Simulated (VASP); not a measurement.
# Nb (Im-3m) in VASP: notebook

Runs on Nb. Level: PBE. Tasks: single point.

All numbers are computed with VASP 6.6.1; they aren't measurements. Logs are shortened: lines on timing, memory, paths and dates and some standing lists are left out, and cuts for length are marked.

## (1) The cell of the first run

It takes space group Im-3m (No. 229, cubic). The conventional cell has a = 3.311 Å, b = 3.311 Å, c = 3.311 Å, α = 90.00°, β = 90.00°, γ = 90.00°. Nb (site symmetry m-3m) has 14 Nb at 2.87 to 3.31 Å within 3.8 Å.

## (2) Single point, PBE

INCAR

```
SYSTEM = Nb
ALGO = Normal
EDIFF = 1E-7
ENCUT = 520
GGA = PE
ISIF = 2
ISMEAR = 0
LASPH = .True.
LCHARG = .False.
LREAL = .False.
LWAVE = .False.
NBANDS = 12
NELM = 60
PREC = Accurate
SIGMA = 0.1
```

KPOINTS

```
k-points
0
Gamma
  18 18 18
  0 0 0
```

POSCAR

```
Nb
1.0
   -1.6555580007      1.6555580007      1.6555580007
    1.6555580007     -1.6555580007      1.6555580007
    1.6555580007      1.6555580007     -1.6555580007
Nb
1
Direct
    0.0000000000      0.0000000000      0.0000000000
```

Potentials or basis: VASP PAW PBE potentials, release 64 (Nb_sv).

The run is started by

```
$ cat potpaw_PBE.64/Nb_sv/POTCAR > POTCAR
$ mpirun -np 1 vasp_std > vasp.out
```

OUTCAR:

```text
SYSTEM = Nb
   EDIFF = 1E-7
   ENCUT = 520
   GGA = PE
   ISIF = 2
   ISMEAR = 0
   LASPH = .True.
   LREAL = .False.
   NELM = 60
   PREC = Accurate

 ion  position               nearest neighbor table
   1  0.000  0.000  0.000-

  LATTYP: Found a body centered cubic cell.
 ALAT       =     3.3111160014

  Lattice vectors:

 A1 = (  -1.6555580007,   1.6555580007,   1.6555580007)
 A2 = (   1.6555580007,  -1.6555580007,   1.6555580007)
 A3 = (   1.6555580007,   1.6555580007,  -1.6555580007)

Analysis of symmetry for initial positions (statically):
=====================================================================
 Subroutine PRICEL returns:
 Original cell was already a primitive cell.

 Routine SETGRP: Setting up the symmetry group for a
 body centered cubic supercell.

 Subroutine GETGRP returns: Found 48 space group operations
 (whereof 48 operations were pure point group operations)
 out of a pool of 48 trial point group operations.

The static configuration has the point symmetry O_h .

Analysis of symmetry for dynamics (positions and initial velocities):
=====================================================================
 Subroutine PRICEL returns:
 Original cell was already a primitive cell.

 Routine SETGRP: Setting up the symmetry group for a
 body centered cubic supercell.

 Subroutine GETGRP returns: Found 48 space group operations
 (whereof 48 operations were pure point group operations)
 out of a pool of 48 trial point group operations.

The dynamic configuration has the point symmetry O_h .

 Subroutine INISYM returns: Found 48 space group operations
 (whereof 48 operations are pure point group operations),
 and found     1 'primitive' translations

----------------------------------------------------------------------------------------

                                     Primitive cell

  volume of cell :      18.1507

  direct lattice vectors                    reciprocal lattice vectors
    -1.655558001  1.655558001  1.655558001     0.000000000  0.302012977  0.302012977
     1.655558001 -1.655558001  1.655558001     0.302012977  0.000000000  0.302012977
     1.655558001  1.655558001 -1.655558001     0.302012977  0.302012977  0.000000000

  length of vectors
     2.867510572  2.867510572  2.867510572     0.427110848  0.427110848  0.427110848

  position of ions in fractional coordinates (direct lattice)
     0.000000000  0.000000000  0.000000000

  ion indices of the primitive-cell ions
   primitive index   ion index
                 1           1

----------------------------------------------------------------------------------------

 KPOINTS: k-points

Automatic generation of k-mesh.
 Grid dimensions read from file:
 generate k-points for:   18   18   18

 Generating k-lattice:

  Cartesian coordinates                     Fractional coordinates (reciprocal lattice)
     0.000000000  0.016778499  0.016778499     0.055555556  0.000000000  0.000000000
     0.016778499  0.000000000  0.016778499     0.000000000  0.055555556  0.000000000
     0.016778499  0.016778499  0.000000000     0.000000000  0.000000000  0.055555556

  Length of vectors
     0.023728380  0.023728380  0.023728380

  Shift w.r.t. Gamma in fractional coordinates (k-lattice)
     0.000000000  0.000000000  0.000000000

 Subroutine IBZKPT returns following result:
 ===========================================

 Found    195 irreducible k-points:

 Following reciprocal coordinates:
            Coordinates               Weight
  0.000000  0.000000  0.000000      1.000000
  0.055556  0.000000  0.000000     12.000000
  0.111111  0.000000  0.000000     12.000000
  0.166667  0.000000  0.000000     12.000000
  0.222222  0.000000  0.000000     12.000000
  0.277778  0.000000  0.000000     12.000000
[... 16 lines left out ...]
  0.333333  0.111111 -0.000000     48.000000
  0.388889  0.111111 -0.000000     48.000000
 [... further k-points ...]
   k-points           NKPTS =    195   k-points in BZ     NKDIM =    195   number of bands    NBANDS=     12
   number of dos      NEDOS =    301   number of ions     NIONS =      1
   total plane-waves  NPLWV =  13824
   dimension x,y,z NGX =    24 NGY =   24 NGZ =   24
   dimension x,y,z NGXF=    48 NGYF=   48 NGZF=   48
   ions per type =               1
   NGX,Y,Z   is equivalent  to a cutoff of  13.91, 13.91, 13.91 a.u.
   NGXF,Y,Z  is equivalent  to a cutoff of  27.83, 27.83, 27.83 a.u.
 SYSTEM =  Nb
   PREC   = accura    normal or accurate (medium, high low for compatibility)
   ISTART =      0    job   : 0-new  1-cont  2-samecut
   ICHARG =      2    charge: 1-file 2-atom 10-const
   ISPIN  =      1    spin polarized calculation?
   LNONCOLLINEAR =      F non collinear calculations
   LSORBIT =      F    spin-orbit coupling
   LASPH  =      T    aspherical Exc in radial PAW
   ENCUT  =  520.0 eV  38.22 Ry    6.18 a.u.   5.33  5.33  5.33*2*pi/ulx,y,z
   NELM   =     60;   NELMIN=  2; NELMDL= -5     # of ELM steps
   EDIFF  = 0.1E-06   stopping-criterion for ELM
   LREAL  =      F    real-space projection
   EDIFFG = 0.1E-05   stopping-criterion for IOM
   NSW    =      0    number of steps for IOM
   IBRION =     -1    ionic relax: 0-MD 1-quasi-New 2-CG
   NFREE  =      0    steps in history (QN), initial steepest desc. (CG)
   ISIF   =      2    stress and relaxation
   ISYM   =      2    0-nonsym 1-usesym 2-fastsym
   POTIM  = 0.5000    time-step for ionic-motion
   TEBEG  =    0.0;   TEEND  =   0.0 temperature during run
   PSTRESS=    0.0 pullay stress
   NELECT =      13.0000    total number of electrons
   NUPDOWN=      -1.0000    fix difference up-down
   EMIN   =  10.00;   EMAX   =-10.00  energy-range for DOS
   EFERMI =   0.00;   METHOD = LEGACY
   ISMEAR =     0;   SIGMA  =   0.10  broadening in eV -4-tet -1-fermi 0-gaus
   EFERMI_NEDOS =   21; number of points for ismear=-14 and -15
   IALGO  =     38    algorithm
   IMIX   =      4    mixing-type and parameters
     AMIX     =   0.40;   BMIX     =  1.00
     AMIX_MAG =   1.60;   BMIX_MAG =  1.00
  volume/ion in A,a.u.               =      18.15       122.49
  Fermi-wavevector in a.u.,A,eV,Ry     =   1.464732  2.767942 29.190487  2.145440
  Thomas-Fermi vector in A             =   2.580673
   LORBIT       =      0    0 simple, 1 ext, 2 COOP (PROOUT), +10 PAW based schemes
   GGA     = PE    functional components
   LHFCALC =     F    Hartree Fock is set to
   AEXX    =    0.0000 exact exchange contribution
   IVDW    =     0    specifies the selected vdW correction
   LEPSILON=     F    determine dielectric tensor
   LRPA    =     F    only Hartree local field effects (RPA)
 non-spin polarized calculation
 Gauss-broadening in eV      SIGMA  =   0.10
  energy-cutoff  :      520.00
  volume of cell :       18.15
 maximum number of plane-waves:       500
 NGX is ok and might be reduce to    24
   NGX = 11   NGY = 11   NGZ = 11

 number of electron      13.0000000 magnetization

 Free energy of the ion-electron system (eV)
  ---------------------------------------------------
  ext. energy  EPLUGINS =         0.00000000
  ---------------------------------------------------
  free energy    TOTEN  =       -10.21982585 eV

  energy without entropy =      -10.21143508  energy(sigma->0) =      -10.21563046

 E-fermi :  11.0522     XC(G=0): -12.4611

 val. band max:       11.0459811294   @ k =   0.3333   0.2222   0.0000
 cond. band min:      11.0582233146   @ k =   0.2778   0.0556   0.0000
 fundamental gap:      0.0122421853
 Fermi energy:        11.0521501341

 k-point     1 :       0.0000    0.0000    0.0000
  band No.  band energies     occupation
      1     -43.3100      2.00000
      2     -18.6230      2.00000
      3     -18.6230      2.00000
      4     -18.6230      2.00000
      5       5.1400      2.00000
      6      11.4388      0.00000
      7      11.4388      0.00000
      8      11.4388      0.00000
      9      14.3229      0.00000
     10      14.3229      0.00000
     11      25.2705      0.00000
     12      25.2705      0.00000

 k-point     2 :       0.0556    0.0000    0.0000
  band No.  band energies     occupation
      1     -43.3030      2.00000
      2     -18.6662      2.00000
      3     -18.6362      2.00000
      4     -18.6235      2.00000
      5       5.2668      2.00000
      6      11.3603      0.00001
      7      11.4208      0.00000
      8      11.5594      0.00000
      9      14.2004      0.00000
     10      14.3229      0.00000
     11      25.3754      0.00000
     12      25.4957      0.00000

 k-point     3 :       0.1111    0.0000    0.0000
  band No.  band energies     occupation
      1     -43.2827      2.00000
      2     -18.7890      2.00000
      3     -18.6737      2.00000
      4     -18.6245      2.00000
      5       5.6312      2.00000
      6      11.1438      0.19483
      7      11.3447      0.00004
      8      11.9173      0.00000
      9      13.9379      0.00000
     10      14.3295      0.00000
     11      25.6327      0.00000
     12      26.1270      0.00000

 k-point     4 :       0.1667    0.0000    0.0000
  band No.  band energies     occupation
      1     -43.2515      2.00000
      2     -18.9736      2.00000
      3     -18.7306      2.00000
      4     -18.6260      2.00000
      5       6.1780      2.00000
      6      10.8349      1.99788
      7      11.1792      0.07237
      8      12.4986      0.00000
      9      13.7461      0.00000
     10      14.3579      0.00000
     11      25.8414      0.00000
     12      27.0819      0.00000

 k-point     5 :       0.2222    0.0000    0.0000
  band No.  band energies     occupation
      1     -43.2130      2.00000
      2     -19.1946      2.00000
      3     -18.7997      2.00000
      4     -18.6279      2.00000
      5       6.7959      2.00000
      6      10.4870      2.00000
      7      10.9978      1.55814
      8      13.2785      0.00000
      9      13.7459      0.00000
     10      14.4236      0.00000
     11      25.6702      0.00000
     12      27.1892      0.00000
[... 228 lines left out ...]
      1     -43.1590      2.00000
      2     -19.4531      2.00000
      3     -18.8870      2.00000
      4     -18.6827      2.00000
      5       7.6281      2.00000
      6      10.1538      2.00000
      7      10.6331      2.00000
      8      13.5901      0.00000
      9      14.7345      0.00000
     10      14.8722      0.00000
     11      25.3211      0.00000
     12      26.4787      0.00000

 k-point    22 :       0.2778    0.1111    0.0000
  band No.  band energies     occupation
      1     -43.1222      2.00000
      2     -19.6311      2.00000
      3     -18.9684      2.00000
      4     -18.6871      2.00000
      5       7.8652      2.00000
      6       9.8845      2.00000
      7      10.9658      1.77784
      8      13.8365      0.00000
      9      14.9461      0.00000
     10      15.8660      0.00000
     11      24.3859      0.00000
     12      25.4869      0.00000

 k-point    23 :       0.3333    0.1111   -0.0000
  band No.  band energies     occupation
      1     -43.0919      2.00000
      2     -19.7732      2.00000
      3     -19.0352      2.00000
      4     -18.6903      2.00000
      5       7.8475      2.00000
      6       9.6876      2.00000
      7      11.5778      0.00000
      8      14.0913      0.00000
      9      15.0840      0.00000
     10      16.9132      0.00000
     11      23.5735      0.00000
     12      24.3578      0.00000

 k-point    24 :       0.3889    0.1111   -0.0000
  band No.  band energies     occupation
      1     -43.0721      2.00000
      2     -19.8646      2.00000
      3     -19.0789      2.00000
      4     -18.6923      2.00000
      5       7.7625      2.00000
      6       9.5667      2.00000
      7      12.1596      0.00000
      8      14.2069      0.00000
      9      15.2747      0.00000
     10      17.7363      0.00000
     11      22.8834      0.00000
     12      23.5902      0.00000

 [... further k-points ...]

------------------------ aborting loop because EDIFF is reached ----------------------------------------

  FORCE on cell =-STRESS in cart. coord.  units (eV):
  Direction    XX          YY          ZZ          XY          YZ          ZX
  --------------------------------------------------------------------------------------
  -------------------------------------------------------------------------------------
  Total       -0.0352714     -0.0352714     -0.0352714     -0.0000000     -0.0000000      0.0000000
  in kB       -3.1134398     -3.1134398     -3.1134398     -0.0000000     -0.0000000      0.0000000
  external PRESSURE =      -3.1134398 kB  Pullay stress =       0.0000000 kB

 VOLUME and BASIS-vectors are now :
 -----------------------------------------------------------------------------
  energy-cutoff  :      520.00
  volume of cell :       18.15
      direct lattice vectors                 reciprocal lattice vectors
    -1.655558001  1.655558001  1.655558001     0.000000000  0.302012977  0.302012977
     1.655558001 -1.655558001  1.655558001     0.302012977  0.000000000  0.302012977
     1.655558001  1.655558001 -1.655558001     0.302012977  0.302012977  0.000000000

 POSITION                                       TOTAL-FORCE (eV/Angst)
 -----------------------------------------------------------------------------------
      0.00000      0.00000      0.00000         0.000000     -0.000000     -0.000000
 -----------------------------------------------------------------------------------
    total drift:                                0.000000      0.000000     -0.000000

  FREE ENERGIE OF THE ION-ELECTRON SYSTEM (eV)
  ---------------------------------------------------
  free  energy   TOTEN  =       -10.2198258478 eV

  energy  without entropy=      -10.2114350801  energy(sigma->0) =      -10.21563046
```

Wall time 19 s (1 thread of Intel Xeon Platinum 8488C (Sapphire Rapids), shared host); peak memory 0.17 GiB.

What came out:

```yaml
Free_energy: -10.2198 eV
Pressure: -0.3 GPa
```

## (3) Single point, PBE

This run uses another cell than the first one, of 18.43 Å³/atom, 1.015 times its volume.

INCAR

```
PREC = Accurate
ENCUT = 520
EDIFF = 1E-6
ISMEAR = 0
SIGMA = 0.1
LREAL = F
LASPH = T
NELM = 60
ALGO = Fast
ISIF = 2
LWAVE = F
LCHARG = T
GGA = PE
LELF = T
LVHAR = T
NBANDS = 12
```

KPOINTS

```
Automatic mesh
0
Gamma
  8 8 8
```

POSCAR

```
Nb
1.0
   -1.6639500000      1.6639500000      1.6639500000
    1.6639500000     -1.6639500000      1.6639500000
    1.6639500000      1.6639500000     -1.6639500000
Nb
1
Direct
    0.0000000000      0.0000000000      0.0000000000
```

Potentials or basis: VASP PAW PBE potentials, release 64 (Nb_sv).

The run is started by

```
$ cat potpaw_PBE.64/Nb_sv/POTCAR > POTCAR
$ mpirun -np 1 vasp_std > vasp.out
```

Run time: 7.5 s. Hardware: 1 thread of Intel Xeon Platinum 8375C at 2.90GHz (Ice Lake), shared host; peak memory 0.14 GiB.

Results (log left out):

- Free energy: -10.2436 eV
- Pressure: -2.7 GPa

Levels at points of the mesh, in eV from the Fermi level:
| k point | band 2 | band 3 | band 4 | band 5 | band 6 | band 7 | band 8 | band 9 | band 10 | band 11 |
| --- | --- | --- | --- | --- | --- | --- | --- | --- | --- | --- |
| (0.00, 0.00, 0.00) | -29.63 | -29.63 | -29.63 | -5.77 | 0.49 | 0.49 | 0.49 | 3.33 | 3.33 | 14.29 |
| (0.50, 0.00, 0.00) | -30.89 | -30.03 | -29.64 | -3.50 | -1.47 | 2.31 | 3.34 | 4.01 | 6.30 | 11.68 |
| (0.50, 0.50, 0.50) | -30.50 | -30.50 | -30.50 | -3.46 | -3.46 | 5.56 | 5.56 | 5.56 | 9.01 | 9.01 |
